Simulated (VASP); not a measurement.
A run of VASP 6.6.1:

The input INCAR:

```
SYSTEM = TaN
ALGO = Normal
EDIFF = 1E-6
ENCUT = 600
GGA = PS
GGA_COMPAT = .FALSE.
ISIF = 2
ISMEAR = 0
LASPH = .TRUE.
LCHARG = .TRUE.
LELF = .TRUE.
LREAL = .FALSE.
LVHAR = .TRUE.
LWAVE = .FALSE.
NBANDS = 16
NELM = 120
PREC = Accurate
SIGMA = 0.2
```

KPOINTS

```
k-points
0
G
  13 13 13
  0 0 0
```

The input POSCAR:

```
TaN
1.0
    0.0000000000      2.1790000000      2.1790000000
    2.1790000000      0.0000000000      2.1790000000
    2.1790000000      2.1790000000      0.0000000000
Ta N
1 1
Direct
    0.5000000000      0.5000000000      0.5000000000
    0.0000000000      0.0000000000      0.0000000000
```

Potentials or basis: VASP PAW PBE potentials, release 64 (Ta_sv_GW, N).

The run is started by

```sh
$ cat potpaw_PBE.64/Ta_sv_GW/POTCAR potpaw_PBE.64/N/POTCAR > POTCAR
$ mpirun -np 1 vasp_std > vasp.out
```

Hardware: 1 thread of AMD EPYC 7R13 Processor (Zen 3), with other jobs on the host.

**Question.** How long does it take, and how much memory?

**Answer.** Run time: 56 s on 1 thread of AMD EPYC 7R13 Processor (Zen 3), with other jobs on the host, peak memory 0.16 GiB. Counts: scf iterations 13, k points 84.
